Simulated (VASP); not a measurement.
Crystal: NaF.

```
Na F
1.0
     2.86480    0.00000    0.00000
     0.00000    2.86480    0.00000
     0.00000    0.00000    2.86480
Na F
1 1
Cartesian
  0.0000 0.0000 0.0000
  1.4324 1.4324 1.4324
```

| Property | Result |
| --- | --- |
| Program | VASP 6.6.1 |
| Task | relaxation of cell and atoms |
| Functional | r2SCAN |
| Potentials or basis | VASP PAW PBE potentials, release 64 (Na_sv, F) |
| Cutoff | 1250 eV |
| k mesh | 8 × 8 × 8 |
| Occupations | fermi-dirac, width 0.02 eV |
| Spin | no spin polarisation |

At the start: pressure -3.8 GPa; volume 11.76 Å³/atom.

Task: How do energy, volume and symmetry change on relaxing?

Result: Over 4 steps the energy falls by 10.8 meV/atom and the volume is 10.91 Å³/atom (-7.2 %); space group Pm-3m (No. 221, to 0.1 Å) before and after.

The path:
```tsv
step	energy change (eV)	largest force (eV/Å)	pressure (GPa)	volume (Å³)
1	0.0000	0.0000	-3.83	23.51
2	-0.0171	0.0000	-1.90	22.57
3	-0.0216	0.0000	-0.14	21.87
4	-0.0217	0.0000	0.01	21.82
```

Final structure:
```
CELL_PARAMETERS angstrom
2.79435 0.00000 0.00000
0.00000 2.79435 0.00000
0.00000 0.00000 2.79435
ATOMIC_POSITIONS crystal
Na 0.00000 0.00000 0.00000
F 0.50000 0.50000 0.50000
```

Caveat: the structure was generated, so it needn't be the stable form of NaF; the PAW data sets were made with another functional, which shifts forces and pressure a little.
